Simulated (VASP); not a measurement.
# ZnS (P6_3mc) in VASP: notebook

Aim: see how the results for ZnS move with the level of theory and the settings. Levels: B3LYP, PBE-based screened hybrid with 25 % exact exchange. Tasks: single point.

All numbers are computed with VASP 6.6.1; they aren't measurements. Logs are shortened: lines on timing, memory, paths and dates and some standing lists are left out, and cuts for length are marked.

## (1) The cell of the first run

It takes space group P6_3mc (No. 186, hexagonal). The conventional cell has a = 3.807 Å, b = 3.807 Å, c = 6.248 Å, α = 90.00°, β = 90.00°, γ = 120.00°. Within 3.1 Å of Zn (site symmetry 3m) lie 4 S at 2.33 to 2.34 Å. S (site symmetry 3m) has 4 Zn at 2.33 to 2.34 Å within 3.1 Å.

## (2) Single point, B3LYP

POSCAR reads:

```
ZnS
1.0
    3.8068506073      0.0000000000      0.0000000000
   -1.9034253037      3.2968293343      0.0000000000
    0.0000000000      0.0000000000      6.2475893693
Zn S
2 2
Direct
    0.3333333333      0.6666666667      0.0054009072
    0.6666666667      0.3333333333      0.5054009072
    0.3333333333      0.6666666667      0.3795990928
    0.6666666667      0.3333333333      0.8795990928
```

INCAR.step1 reads:

```
SYSTEM = ZnS
  ALGO = Normal
  EDIFF = 1E-5
  ENCUT = 520
  GGA = PE
  ISIF = 2
  ISMEAR = 0
  LASPH = .True.
  LREAL = .False.
  LWAVE = .True.
  NBANDS = 26
  NELM = 100
  PREC = Accurate
  SIGMA = 0.05
```

INCAR.step2 reads:

```
SYSTEM = ZnS
  AEXX = 0.2
  AGGAC = 0.81
  AGGAX = 0.72
  ALDAC = 0.19
  ALGO = Normal
  EDIFF = 1E-6
  ENCUT = 520
  GGA = B3
  ISIF = 2
  ISMEAR = 0
  ISTART = 1
  LASPH = .True.
  LCHARG = .True.
  LELF = .True.
  LHFCALC = .True.
  LREAL = .False.
  LVHAR = .True.
  LWAVE = .False.
  NBANDS = 26
  NELM = 100
  PREC = Accurate
  PRECFOCK = Normal
  SIGMA = 0.05
```

KPOINTS reads:

```
k-points
0
Gamma
  4 4 2
  0 0 0
```

Potentials or basis: VASP PAW PBE potentials, release 64 (Zn, S).

Launch:

```bash
$ cat potpaw_PBE.64/Zn/POTCAR potpaw_PBE.64/S/POTCAR > POTCAR
$ cp INCAR.step1 INCAR
$ mpirun -np 1 vasp_std > vasp.out
$ cp INCAR.step2 INCAR
$ mpirun -np 1 vasp_std > vasp.out
```

OUTCAR:

```text
SYSTEM = ZnS
   AEXX = 0.2
   EDIFF = 1E-6
   ENCUT = 520
   GGA = B3
   ISIF = 2
   ISMEAR = 0
   ISTART = 1
   LASPH = .True.
   LHFCALC = .True.
   LREAL = .False.
   NELM = 100
   PREC = Accurate
   PRECFOCK = Normal

 ion  position               nearest neighbor table
   1  0.333  0.667  0.005-   4 2.33   4 2.33   4 2.33   3 2.34
   2  0.667  0.333  0.505-   3 2.33   3 2.33   3 2.33   4 2.34
   3  0.333  0.667  0.380-   2 2.33   2 2.33   2 2.33   1 2.34
   4  0.667  0.333  0.880-   1 2.33   1 2.33   1 2.33   2 2.34

  LATTYP: Found a hexagonal cell.
 ALAT       =     3.8068506073
 C/A-ratio  =     1.6411438256

  Lattice vectors:

 A1 = (   3.8068506073,   0.0000000000,   0.0000000000)
 A2 = (  -1.9034253037,   3.2968293343,   0.0000000000)
 A3 = (   0.0000000000,   0.0000000000,   6.2475893693)

Analysis of symmetry for initial positions (statically):
=====================================================================
 Subroutine PRICEL returns:
 Original cell was already a primitive cell.

 Routine SETGRP: Setting up the symmetry group for a
 hexagonal supercell.

 Subroutine GETGRP returns: Found 12 space group operations
 (whereof  6 operations were pure point group operations)
 out of a pool of 24 trial point group operations.

The static configuration has the point symmetry C_3v.
 The point group associated with its full space group is C_6v.

Analysis of symmetry for dynamics (positions and initial velocities):
=====================================================================
 Subroutine PRICEL returns:
 Original cell was already a primitive cell.

 Routine SETGRP: Setting up the symmetry group for a
 hexagonal supercell.

 Subroutine GETGRP returns: Found 12 space group operations
 (whereof  6 operations were pure point group operations)
 out of a pool of 24 trial point group operations.

The dynamic configuration has the point symmetry C_3v.
 The point group associated with its full space group is C_6v.

 Subroutine INISYM returns: Found 12 space group operations
 (whereof  6 operations are pure point group operations),
 and found     1 'primitive' translations

[... 82 lines left out ...]
   LREAL  =      F    real-space projection
   EDIFFG = 0.1E-04   stopping-criterion for IOM
   NSW    =      0    number of steps for IOM
   IBRION =     -1    ionic relax: 0-MD 1-quasi-New 2-CG
   NFREE  =      0    steps in history (QN), initial steepest desc. (CG)
   ISIF   =      2    stress and relaxation
   ISYM   =      3    0-nonsym 1-usesym 2-fastsym
   POTIM  = 0.5000    time-step for ionic-motion
   TEBEG  =    0.0;   TEEND  =   0.0 temperature during run
   PSTRESS=    0.0 pullay stress
   NELECT =      36.0000    total number of electrons
   NUPDOWN=      -1.0000    fix difference up-down
   EMIN   =  10.00;   EMAX   =-10.00  energy-range for DOS
   EFERMI =   0.00;   METHOD = LEGACY
   ISMEAR =     0;   SIGMA  =   0.05  broadening in eV -4-tet -1-fermi 0-gaus
   EFERMI_NEDOS =   21; number of points for ismear=-14 and -15
   IALGO  =     38    algorithm
   IMIX   =      1    mixing-type and parameters
     AMIX     =   0.40;   BMIX     =  1.00
     AMIX_MAG =   1.60;   BMIX_MAG =  1.00
  volume/ion in A,a.u.               =      19.60       132.29
  Fermi-wavevector in a.u.,A,eV,Ry     =   1.262944  2.386618 21.701665  1.595027
  Thomas-Fermi vector in A             =   2.396326
   LORBIT       =      0    0 simple, 1 ext, 2 COOP (PROOUT), +10 PAW based schemes
   GGA     = B3    functional components
   LHFCALC =     T    Hartree Fock is set to
   PRECFOCK=normal    Normal, Fast or Accurate (Low or Medium for compatibility)
   ENCUT4O =  -1.0   cutoff for four orbital integrals eV
   NKREDX  =     1    reduce k-point grid by
   NKREDY  =     1    reduce k-point grid by
   NKREDZ  =     1    reduce k-point grid by
   AEXX    =    0.2000 exact exchange contribution
   HFSCREEN=    0.0000 screening length (either q_TF or 0.3 A-1)
   HFSCREENC=   0.0000 screening length for correlation (either q_TF or 0.3 A-1)
   ENCUTFOCK=  -1.0 apply spherical cutoff to Coloumb kernel
   IVDW    =     0    specifies the selected vdW correction
   LEPSILON=     F    determine dielectric tensor
   LRPA    =     F    only Hartree local field effects (RPA)
 non-spin polarized calculation
 Gauss-broadening in eV      SIGMA  =   0.05
  energy-cutoff  :      520.00
  volume of cell :       78.41
 maximum number of plane-waves:      2122
  NGX = 24; NGY = 24; NGZ = 36

 number of electron      35.9999993 magnetization

 Free energy of the ion-electron system (eV)
  ---------------------------------------------------
  ext. energy  EPLUGINS =         0.00000000
  ---------------------------------------------------
  free energy    TOTEN  =       -15.22938799 eV

  energy without entropy =      -15.22938799  energy(sigma->0) =      -15.22938799

 E-fermi :   1.7204     XC(G=0):  -7.7097

 val. band max:        1.4726011221   @ k =   0.0000   0.0000   0.0000
 cond. band min:       5.2586979615   @ k =   0.0000   0.0000   0.0000
 fundamental gap:      3.7860968394
 Fermi energy:         1.7204437286

 k-point     1 :       0.0000    0.0000    0.0000
  band No.  band energies     occupation
      1     -12.6880      2.00000
      2     -11.7109      2.00000
      3      -6.2493      2.00000
      4      -6.2346      2.00000
      5      -6.2346      2.00000
      6      -6.1563      2.00000
[... 221 lines left out ...]
     25      11.7590      0.00000
     26      11.7590      0.00000

------------------------ aborting loop because EDIFF is reached ----------------------------------------

  FORCE on cell =-STRESS in cart. coord.  units (eV):
  Direction    XX          YY          ZZ          XY          YZ          ZX
  --------------------------------------------------------------------------------------
  -------------------------------------------------------------------------------------
  Total        2.1858723      2.1858723      2.0455135     -0.0000000     -0.0000000      0.0000000
  in kB       44.6643061     44.6643061     41.7963314     -0.0000000     -0.0000000      0.0000000
  external PRESSURE =      43.7083145 kB  Pullay stress =       0.0000000 kB

 VOLUME and BASIS-vectors are now :
 -----------------------------------------------------------------------------
  energy-cutoff  :      520.00
  volume of cell :       78.41
      direct lattice vectors                 reciprocal lattice vectors
     3.806850607  0.000000000  0.000000000     0.262684330  0.151660868  0.000000000
    -1.903425304  3.296829334  0.000000000     0.000000000  0.303321737  0.000000000
     0.000000000  0.000000000  6.247589369     0.000000000  0.000000000  0.160061736

 POSITION                                       TOTAL-FORCE (eV/Angst)
 -----------------------------------------------------------------------------------
     -0.00000      2.19789      0.03374         0.000000      0.000000      0.014494
      1.90343      1.09894      3.15754        -0.000000     -0.000000      0.014494
     -0.00000      2.19789      2.37158        -0.000000      0.000000     -0.014494
      1.90343      1.09894      5.49537         0.000000     -0.000000     -0.014494
 -----------------------------------------------------------------------------------
    total drift:                               -0.000000     -0.000001     -0.000256

  FREE ENERGIE OF THE ION-ELECTRON SYSTEM (eV)
  ---------------------------------------------------
  free  energy   TOTEN  =       -15.2293879868 eV

  energy  without entropy=      -15.2293879868  energy(sigma->0) =      -15.22938799
```

OSZICAR.step1:

```text
N       E                     dE             d eps       ncg     rms          rms(c)
DAV:   1     0.250241199978E+03    0.25024E+03   -0.17169E+04   416   0.168E+03
DAV:   2     0.994409886599E+01   -0.24030E+03   -0.22949E+03   432   0.355E+02
DAV:   3    -0.138938061556E+02   -0.23838E+02   -0.23598E+02   510   0.110E+02
DAV:   4    -0.144894293945E+02   -0.59562E+00   -0.59434E+00   476   0.176E+01
DAV:   5    -0.144990332120E+02   -0.96038E-02   -0.95998E-02   494   0.219E+00    0.982E+00
DAV:   6    -0.136371091861E+02    0.86192E+00   -0.16286E+00   622   0.368E+01    0.758E+00
DAV:   7    -0.136342393207E+02    0.28699E-02   -0.13172E+00   438   0.658E+00    0.345E+00
DAV:   8    -0.136270279453E+02    0.72114E-02   -0.38148E-02   518   0.185E+00    0.102E+00
DAV:   9    -0.136276303957E+02   -0.60245E-03   -0.97330E-03   536   0.130E+00    0.246E-01
DAV:  10    -0.136277672296E+02   -0.13683E-03   -0.62507E-04   476   0.320E-01    0.108E-01
DAV:  11    -0.136280037061E+02   -0.23648E-03   -0.36720E-04   428   0.128E-01    0.716E-02
DAV:  12    -0.136280000154E+02    0.36908E-05   -0.18589E-05   398   0.588E-02
   1 F= -.13628000E+02 E0= -.13628000E+02  d E =-.187317E-13
```

Wall time 23 min (1 thread of Intel Xeon Platinum 8175M at 2.50GHz (Skylake/Cascade Lake), shared host); peak memory 0.2 GiB.

Results:

```
Free energy            : -15.2294 eV
Pressure               : 4.4 GPa
Largest force          : 0.014 eV/Å
Band gap on the k mesh : 3.79 eV
```

Forces on the atoms (eV/Å):
```
Zn   0.000  0.000  0.014
Zn   0.000  0.000  0.014
S    0.000  0.000 -0.014
S    0.000  0.000 -0.014
```

Stress tensor (GPa, compression positive):
```
4.47 0.00 0.00
0.00 4.47 0.00
0.00 0.00 4.18
```

Levels at points of the mesh, in eV from the valence-band top:
```
           k point  band 15  band 16  band 17  band 18  band 19  band 20  band 21  band 22
(0.00, 0.00, 0.00)    -0.94    -0.08     0.00     0.00     3.79     4.71     7.98     7.98
(0.50, 0.00, 0.00)    -3.43    -2.33    -1.75    -0.93     5.23     5.90     6.68     8.60
(0.00, 0.00, 0.50)    -0.49    -0.49    -0.49    -0.49     5.19     5.19     8.47     8.47
(0.50, 0.00, 0.50)    -1.71    -1.71    -1.69    -1.69     5.11     5.11     6.87     6.87
```

Caveat: the k points lie up to 0.50 Å⁻¹ apart; the PAW data sets were made with another functional, which shifts forces and pressure a little.

## (3) Single point, PBE-based screened hybrid with 25 % exact exchange

POSCAR is that of step 2.

INCAR.step1 reads:

```
SYSTEM = ZnS
PREC     = Accurate       ! precision mode
ENCUT    = 520            ! plane-wave cutoff, eV
EDIFF    = 1E-5           ! SCF threshold, eV
ISMEAR   = 0              ! smearing method
SIGMA    = 0.05           ! smearing width, eV
LREAL    = .False.        ! projectors in reciprocal space
LASPH    = .True.         ! aspherical terms in the spheres
NELM     = 80             ! most SCF steps
ALGO     = Normal         ! electronic algorithm
ISIF     = 2              ! what is computed and relaxed
LWAVE    = .True.         ! write WAVECAR
LCHARG   = .False.        ! write CHGCAR
NBANDS   = 26             ! bands
GGA      = PE             ! functional
```

INCAR.step2 reads:

```
SYSTEM = ZnS
PREC     = Accurate       ! precision mode
ENCUT    = 520            ! plane-wave cutoff, eV
EDIFF    = 1E-6           ! SCF threshold, eV
ISMEAR   = 0              ! smearing method
SIGMA    = 0.05           ! smearing width, eV
LREAL    = .False.        ! projectors in reciprocal space
LASPH    = .True.         ! aspherical terms in the spheres
NELM     = 80             ! most SCF steps
ALGO     = Normal         ! electronic algorithm
ISIF     = 2              ! what is computed and relaxed
LWAVE    = .False.        ! write WAVECAR
LCHARG   = .False.        ! write CHGCAR
GGA      = PE             ! functional
LHFCALC  = .True.         ! exact exchange
AEXX     = 0.25           ! exact-exchange fraction
HFSCREEN = 0.1            ! screening, 1/A
PRECFOCK = Normal       
NBANDS   = 26             ! bands
ISTART   = 1
```

KPOINTS reads:

```
regular mesh
0
Gamma
  4 4 2
  0 0 0
```

Potentials or basis: VASP PAW PBE potentials, release 64 (Zn, S).

Launch:

```bash
$ cat potpaw_PBE.64/Zn/POTCAR potpaw_PBE.64/S/POTCAR > POTCAR
$ cp INCAR.step1 INCAR
$ mpirun -np 1 vasp_std > vasp.out
$ cp INCAR.step2 INCAR
$ mpirun -np 1 vasp_std > vasp.out
```

It took 22 min on 1 thread of Intel Xeon Platinum 8175M at 2.50GHz (Skylake/Cascade Lake), shared host; peak memory 0.31 GiB.

It converged, with:

```yaml
Free_energy: -17.3218 eV
Pressure: 1.4 GPa
Largest_force: 0.005 eV/Å
Band_gap_on_the_k_mesh: 3.79 eV
```

Forces in eV/Å, atoms in the order of the input:
```
Zn   0.000  0.000  0.005
Zn   0.000  0.000  0.005
S    0.000  0.000 -0.005
S    0.000  0.000 -0.005
```

Stress tensor (GPa, compression positive):
```
1.53 0.00 0.00
0.00 1.53 0.00
0.00 0.00 1.04
```

Levels at points of the mesh, in eV from the valence-band top:
| k point | band 16 | band 17 | band 18 | band 19 | band 20 | band 21 |
| --- | --- | --- | --- | --- | --- | --- |
| (0.00, 0.00, 0.00) | -0.08 | 0.00 | 0.00 | 3.79 | 4.70 | 7.95 |
| (0.50, 0.00, 0.00) | -2.40 | -1.81 | -0.95 | 5.14 | 5.91 | 6.53 |
| (0.00, 0.00, 0.50) | -0.50 | -0.50 | -0.50 | 5.20 | 5.20 | 8.42 |
| (0.50, 0.00, 0.50) | -1.75 | -1.73 | -1.73 | 5.03 | 5.03 | 6.77 |

Caveat: the k points lie up to 0.50 Å⁻¹ apart; the PAW data sets were made with another functional, which shifts forces and pressure a little.
